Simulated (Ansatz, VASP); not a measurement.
## SiNi2 in VASP and in Ansatz

File INCAR:

```
SYSTEM = SiNi2
PREC = Accurate ; ENCUT = 520
EDIFF = 1E-6 ; ISMEAR = 0
SIGMA = 0.1 ; LREAL = .False.
LASPH = .True. ; NELM = 80
ALGO = Fast ; ISIF = 2
LWAVE = .False. ; LCHARG = .False.
NBANDS = 60
```

Contents of KPOINTS:

```
regular mesh
0
Gamma
  9 5 7
  0 0 0
```

Contents of POSCAR:

```
SiNi2
1.0
    3.8197500145      0.0000000000      0.0000000000
    0.0000000000      6.6160010973      0.0000000000
    0.0000000000      0.0000000000      4.8916376362
Si Ni
4 8
Direct
    0.2500000000      0.6020983162      0.2865409377
    0.7500000000      0.3979016838      0.7134590623
    0.2500000000      0.8979016838      0.7865409377
    0.7500000000      0.1020983162      0.2134590623
    0.2500000000      0.2870024928      0.4734215844
    0.7500000000      0.7129975072      0.5265784156
    0.2500000000      0.2129975072      0.9734215844
    0.7500000000      0.7870024928      0.0265784156
    0.2500000000      0.9344786485      0.3209342682
    0.7500000000      0.0655213515      0.6790657318
    0.2500000000      0.5655213515      0.8209342682
    0.7500000000      0.4344786485      0.1790657318
```

Input for Ansatz:

```yaml
crystal:
  lattice:
    - [3.8197500145, 0.0, 0.0]
    - [0.0, 6.6160010973, 0.0]
    - [0.0, 0.0, 4.8916376362]
  atoms:
    - { symbol: Si, position: [0.25, 0.6020983162, 0.2865409377] }
    - { symbol: Si, position: [0.75, 0.3979016838, 0.7134590623] }
    - { symbol: Si, position: [0.25, 0.8979016838, 0.7865409377] }
    - { symbol: Si, position: [0.75, 0.1020983162, 0.2134590623] }
    - { symbol: Ni, position: [0.25, 0.2870024928, 0.4734215844] }
    - { symbol: Ni, position: [0.75, 0.7129975072, 0.5265784156] }
    - { symbol: Ni, position: [0.25, 0.2129975072, 0.9734215844] }
    - { symbol: Ni, position: [0.75, 0.7870024928, 0.0265784156] }
    - { symbol: Ni, position: [0.25, 0.9344786485, 0.3209342682] }
    - { symbol: Ni, position: [0.75, 0.0655213515, 0.6790657318] }
    - { symbol: Ni, position: [0.25, 0.5655213515, 0.8209342682] }
    - { symbol: Ni, position: [0.75, 0.4344786485, 0.1790657318] }
basis:
  ecutwfc: 420
kpoints:
  mp_grid: { grid: [9, 5, 7] }
hamiltonian:
  xc: lda
scf:
  occupations: { method: gaussian, width: 0.1 }
output:
  forces: true
  stress: true
  eigenvalues: true
```

Change from the starting cell: band edges of the strained film's bulk.

Alike in both runs: task single point; functional LDA; k mesh 9 × 5 × 7; occupations gaussian, width 0.1 eV; no spin polarisation.

```csv
,VASP,Ansatz
version,VASP 6.6.1,Ansatz 0.2.0
potentials or method,"VASP PAW LDA potentials, release 64 (Si, Ni), cutoff 520 eV","scalar-relativistic, plane waves, PAW"
valence electrons in the cell,96,160
```

```tsv
	VASP	Ansatz	Ansatz less VASP
gap on the k mesh at the Fermi level (eV)	none	none	-
pressure (GPa)	1.6	1.2	-0.42
traceless stress, the component that is largest in VASP (GPa)	9.60	9.53	-0.071
rms of the force components (eV/Å)	0.011	0.002	-0.0089
```

LDA's correlation is that of Perdew and Zunger in VASP and of Perdew and Wang (1992) in Ansatz. Atom by atom the forces differ by 0.010 eV/Å (rms over components). A gap of «none» marks a metal or a gap that the smearing closes. VASP's potentials hold 96 valence electrons a cell and Ansatz's 160, so a difference there can come from the potentials and not from the codes.
